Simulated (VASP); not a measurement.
A run of VASP 6.6.1 is set up as follows.

INCAR

```
PREC = Accurate
ENCUT = 520
EDIFF = 1E-7
ISMEAR = 0
SIGMA = 0.01
LREAL = False
LASPH = True
NELM = 100
ALGO = Fast
ISIF = 2
LWAVE = False
LCHARG = False
GGA = PE
NBANDS = 16
```

File KPOINTS:

```
Automatic mesh
0
Gamma
  12 12 6
```

Contents of POSCAR:

```
Te
1.0
    4.2838764569      0.0000000000      0.0000000000
   -2.1419382284      3.7099458383      0.0000000000
    0.0000000000      0.0000000000      5.9681834839
Te
3
Direct
    0.7123909867      0.0000000000      0.3333333333
    0.0000000000      0.7123909867      0.6666666667
    0.2876090133      0.2876090133      0.0000000000
```

Potentials or basis: VASP PAW PBE potentials, release 64 (Te).

The run is started by

```console
$ cat potpaw_PBE.64/Te/POTCAR > POTCAR
$ mpirun -np 1 vasp_std > vasp.out
```

(1) Estimate the largest force.

(2) What does it give for the band gap on the k mesh?

(3) Estimate the pressure.

Results:

(1) 0.008 eV/Å.

(2) zero (filled and empty bands touch).

(3) 3.0 GPa.

Caveat: spin-orbit coupling is left out, which moves the levels of the heavy elements.
